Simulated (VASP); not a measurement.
Input of a VASP 6.6.1 run:

Contents of INCAR:

```
SYSTEM = C
PREC = Accurate ; ENCUT = 520
EDIFF = 1E-6 ; ISMEAR = 0
SIGMA = 0.05 ; LREAL = .False.
LASPH = .True. ; NELM = 100
ALGO = Normal ; ISIF = 2
LWAVE = .False. ; LCHARG = .False.
GGA = CA ; NBANDS = 11
```

The input KPOINTS:

```
regular mesh
0
Gamma
  12 12 12
  0 0 0
```

File POSCAR:

```
C
1.0
    1.2280263465      0.7090013417      3.3470108394
   -1.2280263465      0.7090013417      3.3470108394
    0.0000000000     -1.4180026834      3.3470108394
C
2
Direct
    0.3002375174      0.1274952672      0.0642672154
    0.8360000000      0.8360000000      0.8360000000
```

Potentials or basis: VASP PAW LDA potentials, release 64 (C).

Launch:

```console
$ cat potpaw_LDA.64/C/POTCAR > POTCAR
$ mpirun -np 1 vasp_std > vasp.out
```

Task: Estimate the largest force.

Result: 23.582 eV/Å.

Task: Predict the pressure.

Result: 48.9 GPa.

Task: Predict the band gap on the k mesh.

Result: Zero (bands 4 and 5 overlap by 2.55 eV).

Stress tensor (GPa, compression positive):
```
118.89  59.42  10.64
 59.42  29.00   6.18
 10.64   6.18  -1.19
```

Caveat: the cell differs from its parent crystal (atom 1 (C) moved by (+0.300, +0.000) A along [1 1 0] and z); the stress differs along the axes, from -1 to 119 GPa; forces of over 1 eV/Å act on the atoms, so gaps and moduli don't describe the material at rest.
